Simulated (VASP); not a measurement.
# BP (F-43m) in VASP: a series of runs

Runs on BP. Level: LDA. Tasks: single point, relaxation of cell and atoms.

Everything below comes from runs of VASP 6.6.1. Logs are shortened: lines on timing, memory, paths and dates and some standing lists are left out, and cuts for length are marked.

### 1 The cell of the first run

The structure is cubic, space group F-43m (No. 216). Conventional cell: a = 4.482 Å, b = 4.482 Å, c = 4.482 Å, α = 90.00°, β = 90.00°, γ = 90.00°. B (site symmetry -43m) has 4 P at 1.94 Å within 2.6 Å. Within 2.6 Å of P (site symmetry -43m) lie 4 B at 1.94 Å.

### 2 Single point, LDA

File INCAR:

```
SYSTEM = BP
PREC = Accurate
ENCUT = 500
EDIFF = 1E-6
ISMEAR = 0
SIGMA = 0.01
LREAL = .FALSE.
LASPH = .TRUE.
NELM = 120
ALGO = Normal
ISIF = 2
LWAVE = .FALSE.
LCHARG = .TRUE.
LELF = .TRUE.
LVHAR = .TRUE.
NBANDS = 11
GGA_COMPAT = .FALSE.
```

File KPOINTS:

```
Automatic mesh
0
G
  10 10 10
  0 0 0
```

File POSCAR:

```
BP
1.0
    0.0000000000      2.2410399643      2.2410399643
    2.2410399643      0.0000000000      2.2410399643
    2.2410399643      2.2410399643      0.0000000000
B P
1 1
Direct
    0.0000000000      0.0000000000      0.0000000000
    0.7500000000      0.7500000000      0.7500000000
```

Potentials or basis: VASP PAW LDA potentials, release 64 (B, P).

Command:

```bash
$ cat potpaw_LDA.64/B/POTCAR potpaw_LDA.64/P/POTCAR > POTCAR
$ mpirun -np 1 vasp_std > vasp.out
```

OUTCAR:

```text
SYSTEM = BP
   PREC = Accurate
   ENCUT = 500
   EDIFF = 1E-6
   ISMEAR = 0
   LREAL = .FALSE.
   LASPH = .TRUE.
   NELM = 120
   ISIF = 2

 ion  position               nearest neighbor table
   1  0.000  0.000  0.000-   2 1.94   2 1.94   2 1.94   2 1.94
   2  0.750  0.750  0.750-   1 1.94   1 1.94   1 1.94   1 1.94

  LATTYP: Found a face centered cubic cell.
 ALAT       =     4.4820799286

  Lattice vectors:

 A1 = (   0.0000000000,   2.2410399643,   2.2410399643)
 A2 = (   2.2410399643,   0.0000000000,   2.2410399643)
 A3 = (   2.2410399643,   2.2410399643,   0.0000000000)

Analysis of symmetry for initial positions (statically):
=====================================================================
 Subroutine PRICEL returns:
 Original cell was already a primitive cell.

 Routine SETGRP: Setting up the symmetry group for a
 face centered cubic supercell.

 Subroutine GETGRP returns: Found 24 space group operations
 (whereof 24 operations were pure point group operations)
 out of a pool of 48 trial point group operations.

The static configuration has the point symmetry T_d .

Analysis of symmetry for dynamics (positions and initial velocities):
=====================================================================
 Subroutine PRICEL returns:
 Original cell was already a primitive cell.

 Routine SETGRP: Setting up the symmetry group for a
 face centered cubic supercell.

 Subroutine GETGRP returns: Found 24 space group operations
 (whereof 24 operations were pure point group operations)
 out of a pool of 48 trial point group operations.

The dynamic configuration has the point symmetry T_d .

 Subroutine INISYM returns: Found 24 space group operations
 (whereof 24 operations are pure point group operations),
 and found     1 'primitive' translations

----------------------------------------------------------------------------------------

                                     Primitive cell

  volume of cell :      22.5102

  direct lattice vectors                    reciprocal lattice vectors
     0.000000000  2.241039964  2.241039964    -0.223110702  0.223110702  0.223110702
     2.241039964  0.000000000  2.241039964     0.223110702 -0.223110702  0.223110702
     2.241039964  2.241039964  0.000000000     0.223110702  0.223110702 -0.223110702

  length of vectors
     3.169309111  3.169309111  3.169309111     0.386439072  0.386439072  0.386439072

  position of ions in fractional coordinates (direct lattice)
     0.000000000  0.000000000  0.000000000
     0.750000000  0.750000000  0.750000000

  ion indices of the primitive-cell ions
   primitive index   ion index
                 1           1
                 2           2

----------------------------------------------------------------------------------------

 KPOINTS: Automatic mesh

Automatic generation of k-mesh.
 Grid dimensions read from file:
 generate k-points for:   10   10   10

 Generating k-lattice:

  Cartesian coordinates                     Fractional coordinates (reciprocal lattice)
    -0.022311070  0.022311070  0.022311070     0.100000000  0.000000000  0.000000000
     0.022311070 -0.022311070  0.022311070     0.000000000  0.100000000  0.000000000
     0.022311070  0.022311070 -0.022311070     0.000000000  0.000000000  0.100000000

  Length of vectors
     0.038643907  0.038643907  0.038643907

  Shift w.r.t. Gamma in fractional coordinates (k-lattice)
     0.000000000  0.000000000  0.000000000

 Subroutine IBZKPT returns following result:
 ===========================================

 Found     47 irreducible k-points:

 Following reciprocal coordinates:
            Coordinates               Weight
  0.000000  0.000000  0.000000      1.000000
  0.100000  0.000000  0.000000      8.000000
  0.200000  0.000000  0.000000      8.000000
  0.300000  0.000000  0.000000      8.000000
  0.400000  0.000000  0.000000      8.000000
  0.500000  0.000000  0.000000      4.000000
[... 16 lines left out ...]
  0.300000  0.300000  0.000000      6.000000
  0.400000  0.300000  0.000000     24.000000
 [... further k-points ...]
   k-points           NKPTS =     47   k-points in BZ     NKDIM =     47   number of bands    NBANDS=     11
   number of dos      NEDOS =    301   number of ions     NIONS =      2
   total plane-waves  NPLWV =  13824
   dimension x,y,z NGX =    24 NGY =   24 NGZ =   24
   dimension x,y,z NGXF=    48 NGYF=   48 NGZF=   48
   ions per type =               1   1
   NGX,Y,Z   is equivalent  to a cutoff of  12.59, 12.59, 12.59 a.u.
   NGXF,Y,Z  is equivalent  to a cutoff of  25.18, 25.18, 25.18 a.u.
 SYSTEM =  BP
   PREC   = accura    normal or accurate (medium, high low for compatibility)
   ISTART =      0    job   : 0-new  1-cont  2-samecut
   ICHARG =      2    charge: 1-file 2-atom 10-const
   ISPIN  =      1    spin polarized calculation?
   LNONCOLLINEAR =      F non collinear calculations
   LSORBIT =      F    spin-orbit coupling
   LASPH  =      T    aspherical Exc in radial PAW
   ENCUT  =  500.0 eV  36.75 Ry    6.06 a.u.   5.78  5.78  5.78*2*pi/ulx,y,z
   NELM   =    120;   NELMIN=  2; NELMDL= -5     # of ELM steps
   EDIFF  = 0.1E-05   stopping-criterion for ELM
   LREAL  =      F    real-space projection
   EDIFFG = 0.1E-04   stopping-criterion for IOM
   NSW    =      0    number of steps for IOM
   IBRION =     -1    ionic relax: 0-MD 1-quasi-New 2-CG
   NFREE  =      0    steps in history (QN), initial steepest desc. (CG)
   ISIF   =      2    stress and relaxation
   ISYM   =      2    0-nonsym 1-usesym 2-fastsym
   POTIM  = 0.5000    time-step for ionic-motion
   TEBEG  =    0.0;   TEEND  =   0.0 temperature during run
   PSTRESS=    0.0 pullay stress
   NELECT =       8.0000    total number of electrons
   NUPDOWN=      -1.0000    fix difference up-down
   EMIN   =  10.00;   EMAX   =-10.00  energy-range for DOS
   EFERMI =   0.00;   METHOD = LEGACY
   ISMEAR =     0;   SIGMA  =   0.01  broadening in eV -4-tet -1-fermi 0-gaus
   EFERMI_NEDOS =   21; number of points for ismear=-14 and -15
   IALGO  =     38    algorithm
   IMIX   =      4    mixing-type and parameters
     AMIX     =   0.40;   BMIX     =  1.00
     AMIX_MAG =   1.60;   BMIX_MAG =  1.00
  volume/ion in A,a.u.               =      11.26        75.95
  Fermi-wavevector in a.u.,A,eV,Ry     =   1.159610  2.191345 18.295686  1.344695
  Thomas-Fermi vector in A             =   2.296201
   LORBIT       =      0    0 simple, 1 ext, 2 COOP (PROOUT), +10 PAW based schemes
   GGA     = CA    functional components
   LHFCALC =     F    Hartree Fock is set to
   AEXX    =    0.0000 exact exchange contribution
   IVDW    =     0    specifies the selected vdW correction
   LEPSILON=     F    determine dielectric tensor
   LRPA    =     F    only Hartree local field effects (RPA)
 non-spin polarized calculation
 Gauss-broadening in eV      SIGMA  =   0.01
  energy-cutoff  :      500.00
  volume of cell :       22.51
 maximum number of plane-waves:       588
   NGX = 11   NGY = 11   NGZ = 11

 number of electron       8.0000001 magnetization

 Free energy of the ion-electron system (eV)
  ---------------------------------------------------
  ext. energy  EPLUGINS =         0.00000000
  ---------------------------------------------------
  free energy    TOTEN  =       -14.39871007 eV

  energy without entropy =      -14.39871007  energy(sigma->0) =      -14.39871007

 E-fermi :   7.9757     XC(G=0): -11.2421

 val. band max:        7.8555473416   @ k =   0.0000   0.0000   0.0000
 cond. band min:       8.9995918632   @ k =   0.4000   0.4000   0.0000
 fundamental gap:      1.1440445216
 Fermi energy:         7.9757091614

 k-point     1 :       0.0000    0.0000    0.0000
  band No.  band energies     occupation
      1      -7.8662      2.00000
      2       7.8555      2.00000
      3       7.8555      2.00000
      4       7.8555      2.00000
      5      11.2939      0.00000
      6      11.2939      0.00000
      7      11.2939      0.00000
      8      15.7977      0.00000
      9      19.3782      0.00000
     10      20.1476      0.00000
     11      20.1476      0.00000

 k-point     2 :       0.1000    0.0000    0.0000
  band No.  band energies     occupation
      1      -7.6807      2.00000
      2       6.5374      2.00000
      3       7.5526      2.00000
      4       7.5526      2.00000
      5      11.7132      0.00000
      6      11.7132      0.00000
      7      11.7573      0.00000
      8      16.2641      0.00000
      9      19.4054      0.00000
     10      19.4054      0.00000
     11      19.9615      0.00000

 k-point     3 :       0.2000    0.0000    0.0000
  band No.  band energies     occupation
      1      -7.1308      2.00000
      2       4.1518      2.00000
      3       6.9808      2.00000
      4       6.9808      2.00000
      5      12.0241      0.00000
      6      12.4421      0.00000
      7      12.4421      0.00000
      8      17.2594      0.00000
      9      18.7676      0.00000
     10      18.7676      0.00000
     11      20.8611      0.00000

 k-point     4 :       0.3000    0.0000    0.0000
  band No.  band energies     occupation
      1      -6.2442      2.00000
      2       1.7350      2.00000
      3       6.4831      2.00000
      4       6.4831      2.00000
      5      11.9843      0.00000
      6      12.7489      0.00000
      7      12.7489      0.00000
      8      17.9300      0.00000
      9      19.3713      0.00000
     10      19.3713      0.00000
     11      21.2225      0.00000
[... 239 lines left out ...]
 k-point    22 :      -0.2000    0.2000    0.0000
  band No.  band energies     occupation
      1      -5.9440      2.00000
      2       2.5615      2.00000
      3       3.5446      2.00000
      4       6.5889      2.00000
      5      12.3785      0.00000
      6      13.2405      0.00000
      7      14.3563      0.00000
      8      16.3697      0.00000
      9      17.3694      0.00000
     10      21.5914      0.00000
     11      23.9948      0.00000

 k-point    23 :       0.3000    0.3000    0.0000
  band No.  band energies     occupation
      1      -5.6874      2.00000
      2       3.0543      2.00000
      3       4.5346      2.00000
      4       4.5346      2.00000
      5       9.3070      0.00000
      6      11.6685      0.00000
      7      16.8864      0.00000
      8      16.8864      0.00000
      9      21.3034      0.00000
     10      22.4576      0.00000
     11      24.6082      0.00000

 k-point    24 :       0.4000    0.3000    0.0000
  band No.  band energies     occupation
      1      -4.8337      2.00000
      2       1.6884      2.00000
      3       3.6729      2.00000
      4       4.2328      2.00000
      5       9.5914      0.00000
      6      11.3896      0.00000
      7      17.5075      0.00000
      8      17.5387      0.00000
      9      22.1253      0.00000
     10      23.3520      0.00000
     11      25.2445      0.00000

 [... further k-points ...]
[... 5 lines left out ...]
  --------------------------------------------------------------------------------------
  -------------------------------------------------------------------------------------
  Total        0.1243942      0.1243942      0.1243942      0.0000000     -0.0000000      0.0000000
  in kB        8.8538445      8.8538445      8.8538445      0.0000000     -0.0000000      0.0000000
  external PRESSURE =       8.8538445 kB  Pullay stress =       0.0000000 kB

 VOLUME and BASIS-vectors are now :
 -----------------------------------------------------------------------------
  energy-cutoff  :      500.00
  volume of cell :       22.51
      direct lattice vectors                 reciprocal lattice vectors
     0.000000000  2.241039964  2.241039964    -0.223110702  0.223110702  0.223110702
     2.241039964  0.000000000  2.241039964     0.223110702 -0.223110702  0.223110702
     2.241039964  2.241039964  0.000000000     0.223110702  0.223110702 -0.223110702

 POSITION                                       TOTAL-FORCE (eV/Angst)
 -----------------------------------------------------------------------------------
      0.00000      0.00000      0.00000         0.000000     -0.000000      0.000000
      3.36156      3.36156      3.36156        -0.000000      0.000000     -0.000000
 -----------------------------------------------------------------------------------
    total drift:                               -0.000000     -0.000000     -0.000000

  FREE ENERGIE OF THE ION-ELECTRON SYSTEM (eV)
  ---------------------------------------------------
  free  energy   TOTEN  =       -14.3987100723 eV

  energy  without entropy=      -14.3987100723  energy(sigma->0) =      -14.39871007
```

Wall time 4 s (1 thread of Intel Xeon 6975P-C, shared host); peak memory 0.12 GiB.

Results:

- Free energy: -14.3987 eV
- Pressure: 0.9 GPa
- Band gap on the k mesh: 1.14 eV, indirect (least direct gap 3.44 eV)

A k mesh can miss the band edges. LDA gaps usually lie below the measured ones, often by a third to a half.

### 3 Relaxation of cell and atoms, LDA, target pressure 1 GPa, at which the enthalpy is minimised

This run uses another cell than the first one, of 11.32 Å³/atom, 1.006 times its volume.

File INCAR:

```
SYSTEM = BP
ALGO = Normal
EDIFF = 1E-7
EDIFFG = -0.001
ENCUT = 500
GGA = CA
GGA_COMPAT = .FALSE.
IBRION = 2
ISIF = 3
ISMEAR = 0
LASPH = .TRUE.
LCHARG = .FALSE.
LREAL = .FALSE.
LWAVE = .FALSE.
NELM = 120
NELMIN = 4
NSW = 80
PREC = Accurate
PSTRESS = 10.0
SIGMA = 0.01
```

File KPOINTS:

```
k-points
0
G
  10 10 10
  0 0 0
```

File POSCAR:

```
BP
1.0
    0.0000000000      2.2452319364      2.2452319364
    2.2452319364      0.0000000000      2.2452319364
    2.2452319364      2.2452319364      0.0000000000
B P
1 1
Direct
    0.0000000000      0.0000000000      0.0000000000
    0.7500000000      0.7500000000      0.7500000000
```

Potentials or basis: VASP PAW LDA potentials, release 64 (B, P).

Command:

```bash
$ cat potpaw_LDA.64/B/POTCAR potpaw_LDA.64/P/POTCAR > POTCAR
$ mpirun -np 1 vasp_std > vasp.out
```

Run time: 6.6 s. Hardware: 1 thread of Intel Xeon 6975P-C, shared host; peak memory 0.13 GiB.

It converged, with:

| Property | Result |
| --- | --- |
| Free energy | -14.3987 eV |
| Relaxed volume | 11.25 Å³/atom |
| Relaxed cell | a = 3.169 Å, b = 3.169 Å, c = 3.169 Å, α = 60.00°, β = 60.00°, γ = 60.00° |
| Space group after relaxing (to 0.05 Å) | F-43m (No. 216) |
| Energy change on relaxing (the enthalpy is what falls) | +0.2 meV/atom |
| Ionic steps | 3 |
| Pressure after relaxing | 1.0 GPa |
| Band gap on the k mesh | 1.14 eV, indirect (least direct gap 3.44 eV) |

Step by step:
| step | energy change (eV) | largest force (eV/Å) | pressure (GPa) | volume (Å³) |
| --- | --- | --- | --- | --- |
| 1 | 0.0000 | 0.0000 | -0.10 | 22.64 |
| 2 | 0.0014 | 0.0000 | 1.92 | 22.38 |
| 3 | 0.0004 | 0.0000 | 1.00 | 22.50 |

Final structure:
```cif
data_structure
_symmetry_space_group_name_H-M 'P 1'
_symmetry_Int_Tables_number 1
_cell_length_a 3.1687
_cell_length_b 3.1687
_cell_length_c 3.1687
_cell_angle_alpha 60.000
_cell_angle_beta 60.000
_cell_angle_gamma 60.000
_cell_volume 22.50
loop_
_atom_site_label
_atom_site_type_symbol
_atom_site_fract_x
_atom_site_fract_y
_atom_site_fract_z
_atom_site_occupancy
B1 B 0.00000 0.00000 0.00000 1
P1 P 0.75000 0.75000 0.75000 1
```

Levels at points of the mesh, in eV from the valence-band top:
| k point | band 2 | band 3 | band 4 | band 5 | band 6 | band 7 |
| --- | --- | --- | --- | --- | --- | --- |
| (0.00, 0.00, 0.00) | 0.00 | 0.00 | 0.00 | 3.44 | 3.44 | 3.44 |
| (0.50, 0.00, 0.00) | -9.28 | -1.79 | -1.79 | 4.01 | 4.71 | 4.71 |
| (0.50, 0.50, 0.00) | -8.68 | -4.24 | -4.24 | 1.23 | 1.52 | 12.35 |

Caveat: the cell is relaxed towards a set pressure, so the enthalpy falls and the energy may rise. Zero-point motion and thermal expansion aren't in these numbers.
